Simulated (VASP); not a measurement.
Wanted: the native input for a VASP 6.6.1 run.

```
Task                   : single point
Functional             : PBE
Potentials or basis    : VASP PAW PBE potentials, release 64 (Te, Sn_d)
Cutoff                 : 520 eV
k mesh                 : 6 × 6 × 6
Occupations            : fermi-dirac, width 0.05 eV
Spin                   : no spin polarisation
Dipole correction      : no
Further INCAR settings : ALGO = Normal; EDIFF = 1e-06; NBANDS = 24
```

The structure of SnTe3 lies in POSCAR:

```
SnTe3
1.0
    0.0000000000      3.9369484026      3.9369484026
    3.9369484026      0.0000000000      3.9369484026
    3.9369484026      3.9369484026      0.0000000000
Te Sn
3 1
Direct
    0.5000000000      0.5000000000      0.5000000000
    0.7500000000      0.7500000000      0.7500000000
    0.2500000000      0.2500000000      0.2500000000
    0.0000000000      0.0000000000      0.0000000000
```

One way to write it, as run:

INCAR

```
ALGO = Normal ; EDIFF = 1E-6
ENCUT = 520 ; GGA = PE
ISIF = 2 ; ISMEAR = -1
LASPH = True ; LCHARG = False
LREAL = False ; LWAVE = False
NBANDS = 24 ; NELM = 60
PREC = Accurate ; SIGMA = 0.05
```

KPOINTS

```
k-points
0
Gamma
  6 6 6
```

Potentials or basis: VASP PAW PBE potentials, release 64 (Te, Sn_d).

Command:

```console
$ cat potpaw_PBE.64/Te/POTCAR potpaw_PBE.64/Sn_d/POTCAR > POTCAR
$ mpirun -np 1 vasp_std > vasp.out
```

Results of the run:

* Pressure: -2.4 GPa
* Band gap on the k mesh: zero (band 16 reaches 7.34 eV, above the bottom of band 17 at 5.30 eV)

Caveat: spin-orbit coupling is left out, which moves the levels of the heavy elements.

It took 26 s on 1 thread of Intel(R) Xeon(R) 6975P-C (Granite Rapids), with other jobs on the host, peak memory 0.26 GiB.
